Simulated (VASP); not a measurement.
# KI (I4/mmm) in VASP: notebook

KI is run at these levels: PBE; tasks: single point.

All numbers are computed with VASP 6.6.1; they aren't measurements. Logs are shortened: lines on timing, memory, paths and dates and some standing lists are left out, and cuts for length are marked.

### Step 1. The cell of the first run

Symmetry: I4/mmm, No. 139, tetragonal system. Conventional cell: a = 5.084 Å, b = 5.084 Å, c = 7.049 Å, α = 90.00°, β = 90.00°, γ = 90.00°. Within 4.6 Å of K (site symmetry 4/mmm) lie 6 I at 3.52 to 3.60 Å. Within 4.6 Å of I (site symmetry 4/mmm) lie 6 K at 3.52 to 3.60 Å.

### Step 2. Single point, PBE (x and y stretched by +2 %, z held)

INCAR

```
PREC = Accurate
ENCUT = 520
EDIFF = 1E-6
ISMEAR = -1
SIGMA = 0.01
LREAL = False
LASPH = True
NELM = 100
ALGO = Normal
ISIF = 2
LWAVE = False
LCHARG = True
GGA = PE
LELF = True
LVHAR = True
NBANDS = 15
```

KPOINTS

```
regular mesh
0
Gamma
  8 8 8
```

POSCAR

```
KI
1.0
    0.0000000000      3.5950410000      3.5245500000
    3.5950410000      0.0000000000      3.5245500000
    3.5950410000      3.5950410000      0.0000000000
K I
1 1
Direct
    0.0000000000      0.0000000000      0.0000000000
    0.5000000000      0.5000000000      0.5000000000
```

Potentials or basis: VASP PAW PBE potentials, release 64 (K_sv, I).

Launch:

```bash
> cat potpaw_PBE.64/K_sv/POTCAR potpaw_PBE.64/I/POTCAR > POTCAR
> mpirun -np 1 vasp_std > vasp.out
```

OUTCAR:

```text
PREC = Accurate
   ENCUT = 520
   EDIFF = 1E-6
   ISMEAR = -1
   LREAL = False
   LASPH = True
   NELM = 100
   ISIF = 2
   GGA = PE

 ion  position               nearest neighbor table
   1  0.000  0.000  0.000-   2 3.52   2 3.52   2 3.60   2 3.60   2 3.60   2 3.60
   2  0.500  0.500  0.500-   1 3.52   1 3.52   1 3.60   1 3.60   1 3.60   1 3.60

  LATTYP: Found a body centered tetragonal cell.
 ALAT       =     5.0841557395
 C/A-ratio  =     1.3864838847

  Lattice vectors:

 A1 = (   0.0000000000,  -3.5950410000,  -3.5245500000)
 A2 = (   0.0000000000,   3.5950410000,  -3.5245500000)
 A3 = (   3.5950410000,   0.0000000000,   3.5245500000)

Analysis of symmetry for initial positions (statically):
=====================================================================
 Subroutine PRICEL returns:
 Original cell was already a primitive cell.

 Routine SETGRP: Setting up the symmetry group for a
 body centered tetragonal supercell.

 Subroutine GETGRP returns: Found 16 space group operations
 (whereof 16 operations were pure point group operations)
 out of a pool of 16 trial point group operations.

The static configuration has the point symmetry D_4h.

Analysis of symmetry for dynamics (positions and initial velocities):
=====================================================================
 Subroutine PRICEL returns:
 Original cell was already a primitive cell.

 Routine SETGRP: Setting up the symmetry group for a
 body centered tetragonal supercell.

 Subroutine GETGRP returns: Found 16 space group operations
 (whereof 16 operations were pure point group operations)
 out of a pool of 16 trial point group operations.

The dynamic configuration has the point symmetry D_4h.

 Subroutine INISYM returns: Found 16 space group operations
 (whereof 16 operations are pure point group operations),
 and found     1 'primitive' translations

----------------------------------------------------------------------------------------

                                     Primitive cell

  volume of cell :      91.1048

  direct lattice vectors                    reciprocal lattice vectors
     0.000000000  3.595041000  3.524550000    -0.139080472  0.139080472  0.141862082
     3.595041000  0.000000000  3.524550000     0.139080472 -0.139080472  0.141862082
     3.595041000  3.595041000  0.000000000     0.139080472  0.139080472 -0.141862082

  length of vectors
     5.034557825  5.034557825  5.084155739     0.242511043  0.242511043  0.242511043

  position of ions in fractional coordinates (direct lattice)
     0.000000000  0.000000000  0.000000000
     0.500000000  0.500000000  0.500000000
[... 89 lines left out ...]
   NUPDOWN=      -1.0000    fix difference up-down
   EMIN   =  10.00;   EMAX   =-10.00  energy-range for DOS
   EFERMI =   0.00;   METHOD = LEGACY
   ISMEAR =    -1;   SIGMA  =   0.01  broadening in eV -4-tet -1-fermi 0-gaus
   EFERMI_NEDOS =   21; number of points for ismear=-14 and -15
   IALGO  =     38    algorithm
   IMIX   =      4    mixing-type and parameters
     AMIX     =   0.40;   BMIX     =  1.00
     AMIX_MAG =   1.60;   BMIX_MAG =  1.00
  volume/ion in A,a.u.               =      45.55       307.40
  Fermi-wavevector in a.u.,A,eV,Ry     =   0.916785  1.732473 11.435636  0.840496
  Thomas-Fermi vector in A             =   2.041680
   LORBIT       =      0    0 simple, 1 ext, 2 COOP (PROOUT), +10 PAW based schemes
   GGA     = PE    functional components
   LHFCALC =     F    Hartree Fock is set to
   AEXX    =    0.0000 exact exchange contribution
   IVDW    =     0    specifies the selected vdW correction
   LEPSILON=     F    determine dielectric tensor
   LRPA    =     F    only Hartree local field effects (RPA)
 non-spin polarized calculation
  energy-cutoff  :      520.00
  volume of cell :       91.10
 maximum number of plane-waves:      2477
 NGX is ok and might be reduce to    40
   NGX = 19   NGY = 19   NGZ = 19

 number of electron      16.0000000 magnetization

 Free energy of the ion-electron system (eV)
  ---------------------------------------------------
  ext. energy  EPLUGINS =         0.00000000
  ---------------------------------------------------
  free energy    TOTEN  =        -5.56226362 eV

  energy without entropy =       -5.56226362  energy(sigma->0) =       -5.56226362

 E-fermi :  -0.2675     XC(G=0):  -7.0508

 val. band max:       -0.5796357221   @ k =   0.0000   0.0000   0.0000
 cond. band min:       3.3066497962   @ k =   0.0000   0.0000   0.0000
 fundamental gap:      3.8862855183
 Fermi energy:        -0.2675038413

 k-point     1 :       0.0000    0.0000    0.0000
  band No.  band energies     occupation
      1     -29.1412      2.00000
      2     -12.6251      2.00000
      3     -12.6251      2.00000
      4     -12.6248      2.00000
      5     -11.0363      2.00000
      6      -0.5816      2.00000
      7      -0.5816      2.00000
      8      -0.5796      2.00000
      9       3.3066      0.00000
     10       5.8893      0.00000
     11       5.8893      0.00000
     12       6.0047      0.00000
     13       6.5841      0.00000
     14       6.6628      0.00000
[... 401 lines left out ...]
      2     -12.7093      2.00000
      3     -12.6300      2.00000
      4     -12.6290      2.00000
      5     -10.8617      2.00000
      6      -1.5475      2.00000
      7      -0.8842      2.00000
      8      -0.8300      2.00000
      9       4.8790      0.00000
     10       5.8936      0.00000
     11       6.9899      0.00000
     12       7.1579      0.00000
     13       7.6684      0.00000
     14       7.7735      0.00000
     15       9.1400      0.00000

 [... further k-points ...]

------------------------ aborting loop because EDIFF is reached ----------------------------------------

  FORCE on cell =-STRESS in cart. coord.  units (eV):
  Direction    XX          YY          ZZ          XY          YZ          ZX
  --------------------------------------------------------------------------------------
  -------------------------------------------------------------------------------------
  Total        0.0397707      0.0397707      0.3037878      0.0000000      0.0000000      0.0000000
  in kB        0.6994113      0.6994113      5.3424382      0.0000000      0.0000000      0.0000000
  external PRESSURE =       2.2470869 kB  Pullay stress =       0.0000000 kB

 VOLUME and BASIS-vectors are now :
 -----------------------------------------------------------------------------
  energy-cutoff  :      520.00
  volume of cell :       91.10
      direct lattice vectors                 reciprocal lattice vectors
     0.000000000  3.595041000  3.524550000    -0.139080472  0.139080472  0.141862082
     3.595041000  0.000000000  3.524550000     0.139080472 -0.139080472  0.141862082
     3.595041000  3.595041000  0.000000000     0.139080472  0.139080472 -0.141862082

 POSITION                                       TOTAL-FORCE (eV/Angst)
 -----------------------------------------------------------------------------------
      0.00000      0.00000      0.00000         0.000000      0.000000     -0.000000
      3.59504      3.59504      3.52455        -0.000000     -0.000000      0.000000
 -----------------------------------------------------------------------------------
    total drift:                                0.000000     -0.000000     -0.000000

  FREE ENERGIE OF THE ION-ELECTRON SYSTEM (eV)
  ---------------------------------------------------
  free  energy   TOTEN  =        -5.5622636232 eV

  energy  without entropy=       -5.5622636232  energy(sigma->0) =       -5.56226362
```

OSZICAR:

```text
N       E                     dE             d eps       ncg     rms          rms(c)
DAV:   1     0.881027211954E+02    0.88103E+02   -0.64345E+03  1770   0.901E+02
DAV:   2     0.116990124297E+00   -0.87986E+02   -0.82308E+02  2295   0.209E+02
DAV:   3    -0.535987542989E+01   -0.54769E+01   -0.54493E+01  2479   0.454E+01
DAV:   4    -0.564716562344E+01   -0.28729E+00   -0.28719E+00  2898   0.910E+00
DAV:   5    -0.564906198020E+01   -0.18964E-02   -0.18963E-02  2510   0.807E-01    0.288E+00
DAV:   6    -0.556092907251E+01    0.88133E-01   -0.99660E-02  2330   0.178E+00    0.207E+00
DAV:   7    -0.555588172043E+01    0.50474E-02   -0.11494E-01  2463   0.167E+00    0.784E-01
DAV:   8    -0.556159366109E+01   -0.57119E-02   -0.12142E-02  1989   0.702E-01    0.129E-01
DAV:   9    -0.556210058865E+01   -0.50693E-03   -0.10090E-03  2519   0.181E-01    0.789E-02
DAV:  10    -0.556220909652E+01   -0.10851E-03   -0.11806E-04  2298   0.574E-02    0.223E-02
DAV:  11    -0.556226373250E+01   -0.54636E-04   -0.67515E-05  2134   0.482E-02    0.178E-02
DAV:  12    -0.556226362320E+01    0.10931E-06   -0.25205E-06  2375   0.123E-02
   1 F= -.55622636E+01 E0= -.55622636E+01  d E =-.979759E-16
```

Wall time 2.4 min (1 thread of Intel Xeon 8259CL, shared host); peak memory 0.28 GiB.

Results:

```yaml
Free_energy: -5.5623 eV
Pressure: 0.2 GPa
Band_gap_on_the_k_mesh: 3.89 eV
```

Caveat: the cell differs from its parent crystal (x and y stretched by +2 %, z held); spin-orbit coupling is left out, which moves the levels of the heavy elements. A k mesh can miss the band edges.

### Step 3. Single point, PBE

This run uses another cell than the first one, of 44.66 Å³/atom.

INCAR

```
SYSTEM = KI
PREC = Accurate
ENCUT = 520
EDIFF = 1E-7
ISMEAR = -1
SIGMA = 0.01
LREAL = .False.
LASPH = .True.
NELM = 100
ALGO = Normal
ISIF = 2
LWAVE = .False.
LCHARG = .False.
GGA = PE
ISYM = 0
NBANDS = 15
```

KPOINTS

```
Automatic mesh
0
Gamma
  8 8 8
  0 0 0
```

POSCAR

```
KI
1.0
    0.0000000000      3.5597955000      3.5245500000
    3.5597955000      0.0000000000      3.5245500000
    3.5597955000      3.5597955000      0.0000000000
K I
1 1
Direct
    0.0000000000      0.0000000000      0.0000000000
    0.5000000000      0.5000000000      0.5000000000
```

Potentials or basis: VASP PAW PBE potentials, release 64 (K_sv, I).

Launch:

```bash
> cat potpaw_PBE.64/K_sv/POTCAR potpaw_PBE.64/I/POTCAR > POTCAR
> mpirun -np 1 vasp_std > vasp.out
```

It took 12 min on 1 thread of Intel Xeon 8259CL, shared host; peak memory 0.5 GiB.

The run converged. Its results:

| Quantity | Value |
| --- | --- |
| Free energy | -5.5598 eV |
| Pressure | 0.4 GPa |
| Band gap on the k mesh | 3.93 eV |

Stress tensor (GPa, compression positive):
```
0.36 0.00 0.00
0.00 0.36 0.00
0.00 0.00 0.62
```

Levels at points of the mesh, in eV from the valence-band top:
| k point | band 6 | band 7 | band 8 | band 9 | band 10 | band 11 |
| --- | --- | --- | --- | --- | --- | --- |
| (0.00, 0.00, 0.00) | 0.00 | 0.00 | 0.00 | 3.93 | 6.48 | 6.48 |
| (0.50, 0.00, 0.00) | -1.29 | -0.33 | -0.32 | 5.51 | 7.67 | 8.08 |
| (0.00, 0.00, 0.50) | -1.29 | -0.33 | -0.32 | 5.51 | 7.67 | 8.08 |
| (0.00, 0.50, 0.00) | -1.29 | -0.33 | -0.32 | 5.51 | 7.67 | 8.08 |
| (0.50, 0.50, 0.50) | -1.29 | -0.33 | -0.32 | 5.51 | 7.67 | 8.08 |
| (0.50, 0.50, 0.00) | -0.97 | -0.37 | -0.37 | 4.95 | 5.74 | 8.10 |
| (0.50, 0.00, 0.50) | -0.98 | -0.36 | -0.35 | 4.96 | 5.73 | 8.07 |
| (0.00, 0.50, 0.50) | -0.98 | -0.36 | -0.35 | 4.96 | 5.73 | 8.07 |

Caveat: spin-orbit coupling is left out, which moves the levels of the heavy elements.
